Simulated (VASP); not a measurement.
A run of VASP 6.6.1:

Contents of INCAR:

```
SYSTEM = Zr3SiO
PREC     = Accurate       ! precision mode
ENCUT    = 520            ! plane-wave cutoff, eV
EDIFF    = 1E-6           ! SCF threshold, eV
ISMEAR   = 0              ! smearing method
SIGMA    = 0.1            ! smearing width, eV
LREAL    = .FALSE.        ! projectors in reciprocal space
LASPH    = .TRUE.         ! aspherical terms in the spheres
NELM     = 80             ! most SCF steps
ALGO     = Normal         ! electronic algorithm
ISIF     = 2              ! what is computed and relaxed
LWAVE    = .FALSE.        ! write WAVECAR
LCHARG   = .FALSE.        ! write CHGCAR
GGA      = PE             ! functional
NBANDS   = 31             ! bands
```

File KPOINTS:

```
regular mesh
0
G
  4 4 4
  0 0 0
```

The input POSCAR:

```
Zr3SiO
1.0
    4.9244826610      0.0000000000      0.0000000000
    0.0000000000      4.9244826610      0.0000000000
    0.0000000000      0.0000000000      4.9244826610
Zr Si O
3 1 1
Direct
    0.0000000000      0.5000000000      0.5000000000
    0.5000000000      0.0000000000      0.5000000000
    0.5000000000      0.5000000000      0.0000000000
    0.5000000000      0.5000000000      0.5000000000
    0.0000000000      0.0000000000      0.0000000000
```

Potentials or basis: VASP PAW PBE potentials, release 64 (Zr_sv, Si, O).

Command:

```bash
$ cat potpaw_PBE.64/Zr_sv/POTCAR potpaw_PBE.64/Si/POTCAR potpaw_PBE.64/O/POTCAR > POTCAR
$ mpirun -np 1 vasp_std > vasp.out
```

Hardware: 1 thread of Intel(R) Xeon(R) Platinum 8488C (Sapphire Rapids), with other jobs on the host.

Problem. How long does it take, and how much memory?

Solution. Wall time 34 s on 1 thread of Intel(R) Xeon(R) Platinum 8488C (Sapphire Rapids) (shared host), peak memory 0.25 GiB. Counts: scf iterations 18, k points 10.
